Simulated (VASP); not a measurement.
# Ca3W (I4/mmm) in VASP: single point with PBE

Aim: the single point of Ca3W with PBE.

All numbers are computed with VASP 6.6.1; they aren't measurements. Logs are shortened: lines on timing, memory, paths and dates and some standing lists are left out, and cuts for length are marked.

### Step 1. The cell of the first run

Symmetry: I4/mmm, No. 139, tetragonal system. The conventional cell has a = 4.977 Å, b = 4.977 Å, c = 9.050 Å, α = 90.00°, β = 90.00°, γ = 90.00°. Within 4.6 Å of Ca (site symmetry 4/mmm) lie 8 Ca at 3.36 Å and 6 W at 3.52 to 4.53 Å. Within 4.6 Å of Ca (site symmetry -4m2) lie 10 Ca at 3.36 to 4.53 Å and 4 W at 3.36 Å. Within 4.6 Å of W (site symmetry 4/mmm) lie 14 Ca at 3.36 to 4.53 Å.

### Step 2. Single point, PBE

Contents of INCAR:

```
ALGO = Fast
EDIFF = 1E-6
ENCUT = 520
GGA = PE
ISIF = 2
ISMEAR = 0
LASPH = True
LCHARG = True
LELF = True
LREAL = False
LVHAR = True
LWAVE = False
NBANDS = 30
NELM = 100
PREC = Accurate
SIGMA = 0.1
```

Contents of KPOINTS:

```
k-points
0
Gamma
  14 14 14
```

Contents of POSCAR:

```
Ca3W
1.0
   -2.4886167564      2.4886167564      4.5251590959
    2.4886167564     -2.4886167564      4.5251590959
    2.4886167564      2.4886167564     -4.5251590959
Ca W
3 1
Direct
    0.5000000000      0.5000000000      0.0000000000
    0.2500000000      0.7500000000      0.5000000000
    0.7500000000      0.2500000000      0.5000000000
    0.0000000000      0.0000000000      0.0000000000
```

Potentials or basis: VASP PAW PBE potentials, release 64 (Ca_sv, W_sv).

Started as:

```bash
> cat potpaw_PBE.64/Ca_sv/POTCAR potpaw_PBE.64/W_sv/POTCAR > POTCAR
> mpirun -np 1 vasp_std > vasp.out
```

OUTCAR:

```text
EDIFF = 1E-6
   ENCUT = 520
   GGA = PE
   ISIF = 2
   ISMEAR = 0
   LASPH = True
   LREAL = False
   NELM = 100
   PREC = Accurate

 ion  position               nearest neighbor table
   1  0.500  0.500  0.000-
   2  0.250  0.750  0.500-
   3  0.750  0.250  0.500-
   4  0.000  0.000  0.000-

  LATTYP: Found a body centered tetragonal cell.
 ALAT       =     4.9772335128
 C/A-ratio  =     1.8183430953

  Lattice vectors:

 A1 = (  -2.4886167564,   2.4886167564,   4.5251590959)
 A2 = (   2.4886167564,  -2.4886167564,   4.5251590959)
 A3 = (   2.4886167564,   2.4886167564,  -4.5251590959)

Analysis of symmetry for initial positions (statically):
=====================================================================
 Subroutine PRICEL returns:
 Original cell was already a primitive cell.

 Routine SETGRP: Setting up the symmetry group for a
 body centered tetragonal supercell.

 Subroutine GETGRP returns: Found 16 space group operations
 (whereof 16 operations were pure point group operations)
 out of a pool of 16 trial point group operations.

The static configuration has the point symmetry D_4h.

Analysis of symmetry for dynamics (positions and initial velocities):
=====================================================================
 Subroutine PRICEL returns:
 Original cell was already a primitive cell.

 Routine SETGRP: Setting up the symmetry group for a
 body centered tetragonal supercell.

 Subroutine GETGRP returns: Found 16 space group operations
 (whereof 16 operations were pure point group operations)
 out of a pool of 16 trial point group operations.

The dynamic configuration has the point symmetry D_4h.

 Subroutine INISYM returns: Found 16 space group operations
 (whereof 16 operations are pure point group operations),
 and found     1 'primitive' translations

----------------------------------------------------------------------------------------

                                     Primitive cell

  volume of cell :     112.1011

  direct lattice vectors                    reciprocal lattice vectors
    -2.488616756  2.488616756  4.525159096     0.000000000  0.200914825  0.110493353
     2.488616756 -2.488616756  4.525159096     0.200914825  0.000000000  0.110493353
     2.488616756  2.488616756 -4.525159096     0.200914825  0.200914825  0.000000000

  length of vectors
     5.732668799  5.732668799  5.732668799     0.229293584  0.229293584  0.284136470

  position of ions in fractional coordinates (direct lattice)
     0.500000000  0.500000000  0.000000000
     0.250000000  0.750000000  0.500000000
     0.750000000  0.250000000  0.500000000
     0.000000000  0.000000000  0.000000000

  ion indices of the primitive-cell ions
   primitive index   ion index
                 1           1
                 2           2
                 3           3
                 4           4

----------------------------------------------------------------------------------------

 KPOINTS: k-points

Automatic generation of k-mesh.
 Grid dimensions read from file:
 generate k-points for:   14   14   14

 Generating k-lattice:

  Cartesian coordinates                     Fractional coordinates (reciprocal lattice)
     0.000000000  0.014351059  0.007892382     0.071428571 -0.000000000  0.000000000
     0.014351059  0.000000000  0.007892382    -0.000000000  0.071428571  0.000000000
     0.014351059  0.014351059  0.000000000     0.000000000  0.000000000  0.071428571

  Length of vectors
     0.016378113  0.016378113  0.020295462

  Shift w.r.t. Gamma in fractional coordinates (k-lattice)
     0.000000000  0.000000000  0.000000000

 Subroutine IBZKPT returns following result:
 ===========================================

 Found    244 irreducible k-points:

 Following reciprocal coordinates:
            Coordinates               Weight
  0.000000  0.000000  0.000000      1.000000
  0.071429  0.000000  0.000000      8.000000
  0.142857  0.000000  0.000000      8.000000
  0.214286  0.000000  0.000000      8.000000
  0.285714 -0.000000  0.000000      8.000000
  0.357143  0.000000 -0.000000      8.000000
[... 16 lines left out ...]
  0.214286  0.142857  0.000000     16.000000
  0.285714  0.142857  0.000000     16.000000
 [... further k-points ...]
   k-points           NKPTS =    244   k-points in BZ     NKDIM =    244   number of bands    NBANDS=     30
   number of dos      NEDOS =    301   number of ions     NIONS =      4
   total plane-waves  NPLWV = 110592
   dimension x,y,z NGX =    48 NGY =   48 NGZ =   48
   dimension x,y,z NGXF=    96 NGYF=   96 NGZF=   96
   ions per type =               3   1
   NGX,Y,Z   is equivalent  to a cutoff of  13.92, 13.92, 13.92 a.u.
   NGXF,Y,Z  is equivalent  to a cutoff of  27.84, 27.84, 27.84 a.u.
 SYSTEM =  unknown system
   PREC   = accura    normal or accurate (medium, high low for compatibility)
   ISTART =      0    job   : 0-new  1-cont  2-samecut
   ICHARG =      2    charge: 1-file 2-atom 10-const
   ISPIN  =      1    spin polarized calculation?
   LNONCOLLINEAR =      F non collinear calculations
   LSORBIT =      F    spin-orbit coupling
   LASPH  =      T    aspherical Exc in radial PAW
   ENCUT  =  520.0 eV  38.22 Ry    6.18 a.u.  10.66 10.66 10.66*2*pi/ulx,y,z
   NELM   =    100;   NELMIN=  2; NELMDL= -5     # of ELM steps
   EDIFF  = 0.1E-05   stopping-criterion for ELM
   LREAL  =      F    real-space projection
   EDIFFG = 0.1E-04   stopping-criterion for IOM
   NSW    =      0    number of steps for IOM
   IBRION =     -1    ionic relax: 0-MD 1-quasi-New 2-CG
   NFREE  =      0    steps in history (QN), initial steepest desc. (CG)
   ISIF   =      2    stress and relaxation
   ISYM   =      2    0-nonsym 1-usesym 2-fastsym
   POTIM  = 0.5000    time-step for ionic-motion
   TEBEG  =    0.0;   TEEND  =   0.0 temperature during run
   PSTRESS=    0.0 pullay stress
   NELECT =      44.0000    total number of electrons
   NUPDOWN=      -1.0000    fix difference up-down
   EMIN   =  10.00;   EMAX   =-10.00  energy-range for DOS
   EFERMI =   0.00;   METHOD = LEGACY
   ISMEAR =     0;   SIGMA  =   0.10  broadening in eV -4-tet -1-fermi 0-gaus
   EFERMI_NEDOS =   21; number of points for ismear=-14 and -15
   IALGO  =     68    algorithm
   IMIX   =      4    mixing-type and parameters
     AMIX     =   0.40;   BMIX     =  1.00
     AMIX_MAG =   1.60;   BMIX_MAG =  1.00
  volume/ion in A,a.u.               =      28.03       189.12
  Fermi-wavevector in a.u.,A,eV,Ry     =   1.198641  2.265103 19.548035  1.436740
  Thomas-Fermi vector in A             =   2.334525
   LORBIT       =      0    0 simple, 1 ext, 2 COOP (PROOUT), +10 PAW based schemes
   GGA     = PE    functional components
   LHFCALC =     F    Hartree Fock is set to
   AEXX    =    0.0000 exact exchange contribution
   IVDW    =     0    specifies the selected vdW correction
   LEPSILON=     F    determine dielectric tensor
   LRPA    =     F    only Hartree local field effects (RPA)
 non-spin polarized calculation
 RMM-DIIS sequential band-by-band and
 Gauss-broadening in eV      SIGMA  =   0.10
  energy-cutoff  :      520.00
  volume of cell :      112.10
 maximum number of plane-waves:      3057
 NGX is ok and might be reduce to    48
   NGX = 21   NGY = 21   NGZ = 21

 number of electron      44.0000001 magnetization

 Free energy of the ion-electron system (eV)
  ---------------------------------------------------
  ext. energy  EPLUGINS =         0.00000000
  ---------------------------------------------------
  free energy    TOTEN  =       -14.91494776 eV

  energy without entropy =      -14.87308769  energy(sigma->0) =      -14.89401772

 E-fermi :   3.6655     XC(G=0):  -9.4544

 val. band max:        3.6646483841   @ k =  -0.1429   0.5000   0.1429
 cond. band min:       3.6689492644   @ k =   0.2857   0.2857   0.0714
 fundamental gap:      0.0043008803
 Fermi energy:         3.6655459373

 k-point     1 :       0.0000    0.0000    0.0000
  band No.  band energies     occupation
      1     -69.6995      2.00000
      2     -37.2084      2.00000
      3     -36.8624      2.00000
      4     -36.8297      2.00000
      5     -33.8632      2.00000
      6     -33.8632      2.00000
[... 22 lines left out ...]
     29       6.5232      0.00000
     30       7.0062      0.00000

 k-point     2 :       0.0714    0.0000    0.0000
  band No.  band energies     occupation
      1     -69.6994      2.00000
      2     -37.2082      2.00000
      3     -36.8622      2.00000
      4     -36.8301      2.00000
      5     -33.8632      2.00000
      6     -33.8632      2.00000
[... 22 lines left out ...]
     29       6.5341      0.00000
     30       6.9384      0.00000

 k-point     3 :       0.1429    0.0000    0.0000
  band No.  band energies     occupation
      1     -69.6994      2.00000
      2     -37.2076      2.00000
      3     -36.8614      2.00000
      4     -36.8316      2.00000
      5     -33.8632      2.00000
      6     -33.8632      2.00000
[... 22 lines left out ...]
     29       6.5892      0.00000
     30       6.7940      0.00000

 k-point     4 :       0.2143    0.0000    0.0000
  band No.  band energies     occupation
      1     -69.6994      2.00000
      2     -37.2067      2.00000
      3     -36.8601      2.00000
      4     -36.8339      2.00000
      5     -33.8632      2.00000
      6     -33.8632      2.00000
[... 616 lines left out ...]
     29       6.6576      0.00000
     30       6.7918      0.00000

 k-point    23 :       0.2143    0.1429    0.0000
  band No.  band energies     occupation
      1     -69.6994      2.00000
      2     -37.2056      2.00000
      3     -36.8598      2.00000
      4     -36.8355      2.00000
      5     -33.8633      2.00000
      6     -33.8631      2.00000
[... 22 lines left out ...]
     29       6.6540      0.00000
     30       6.8221      0.00000

 k-point    24 :       0.2857    0.1429    0.0000
  band No.  band energies     occupation
      1     -69.6994      2.00000
      2     -37.2047      2.00000
      3     -36.8580      2.00000
      4     -36.8382      2.00000
      5     -33.8633      2.00000
      6     -33.8631      2.00000
[... 22 lines left out ...]
     29       6.4973      0.00000
     30       6.9961      0.00000

 [... further k-points ...]

------------------------ aborting loop because EDIFF is reached ----------------------------------------

  FORCE on cell =-STRESS in cart. coord.  units (eV):
  Direction    XX          YY          ZZ          XY          YZ          ZX
  --------------------------------------------------------------------------------------
  -------------------------------------------------------------------------------------
  Total        0.0554024      0.0554024      0.0427531      0.0000000      0.0000000      0.0000000
  in kB        0.7918253      0.7918253      0.6110385      0.0000000      0.0000000      0.0000000
  external PRESSURE =       0.7315630 kB  Pullay stress =       0.0000000 kB

 VOLUME and BASIS-vectors are now :
 -----------------------------------------------------------------------------
  energy-cutoff  :      520.00
  volume of cell :      112.10
      direct lattice vectors                 reciprocal lattice vectors
    -2.488616756  2.488616756  4.525159096     0.000000000  0.200914825  0.110493353
     2.488616756 -2.488616756  4.525159096     0.200914825  0.000000000  0.110493353
     2.488616756  2.488616756 -4.525159096     0.200914825  0.200914825  0.000000000

 POSITION                                       TOTAL-FORCE (eV/Angst)
 -----------------------------------------------------------------------------------
      0.00000      0.00000      4.52516         0.000000     -0.000000      0.000000
      2.48862      0.00000      2.26258         0.000000     -0.000000     -0.000000
      0.00000      2.48862      2.26258        -0.000000      0.000000      0.000000
      0.00000      0.00000      0.00000         0.000000     -0.000000      0.000000
 -----------------------------------------------------------------------------------
    total drift:                                0.000000     -0.000000      0.000000

  FREE ENERGIE OF THE ION-ELECTRON SYSTEM (eV)
  ---------------------------------------------------
  free  energy   TOTEN  =       -14.9149477551 eV

  energy  without entropy=      -14.8730876892  energy(sigma->0) =      -14.89401772
```

Wall time 34 min (1 thread of Intel Xeon Platinum 8488C (Sapphire Rapids), shared host); peak memory 0.87 GiB.

What came out:

```yaml
Free_energy: -14.9149 eV
Pressure: 0.1 GPa
Band_gap_on_the_k_mesh: zero (bands 22 and 23 overlap by 0.63 eV)
```

Levels at points of the mesh, in eV from the Fermi level:
```csv
k point,band 20,band 21,band 22,band 23,band 24,band 25
"(0.00, 0.00, 0.00)",-0.58,-0.18,-0.18,0.41,1.16,1.16
"(0.50, 0.00, 0.00)",-0.31,-0.18,-0.08,0.18,0.44,1.06
"(0.50, 0.50, 0.00)",-1.12,0.07,0.16,0.61,0.79,0.80
"(0.50, 0.50, 0.50)",-1.29,-0.35,-0.35,-0.07,1.93,1.94
```

Caveat: spin-orbit coupling is left out, which moves the levels of the heavy elements.
